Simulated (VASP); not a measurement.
Be16H (a cell with a defect), 17 atoms in the cell. The cell holds a defect, 17 atoms: a = 4.580 Å, b = 3.966 Å, c = 7.177 Å, α = 90.00°, β = 90.00°, γ = 90.00°. 

* Program: VASP 6.6.1
* Task: single point
* Functional: PBE
* Potentials or basis: VASP PAW PBE potentials, release 64 (Be, H)
* Cutoff: 520 eV
* k mesh: 4 × 4 × 3
* Occupations: gaussian, width 0.1 eV
* Spin: no spin polarisation
* Dipole correction: no
* Further INCAR settings: LREAL = Auto; ALGO = Normal; EDIFF = 1e-07; NBANDS = 30

Potentials or basis: VASP PAW PBE potentials, release 64 (Be, H).

Launch:

```sh
$ cat potpaw_PBE.64/Be/POTCAR potpaw_PBE.64/H/POTCAR > POTCAR
$ mpirun -np 1 vasp_std > vasp.out
```

Hardware: 1 thread of Intel Xeon 8259CL, with other jobs on the host.

Problem. How long does it take, and how much memory?

Solution. Wall time 5.9 min on 1 thread of Intel Xeon 8259CL, on a shared host, peak memory 0.26 GiB. Counts: scf iterations 14, k points 26.
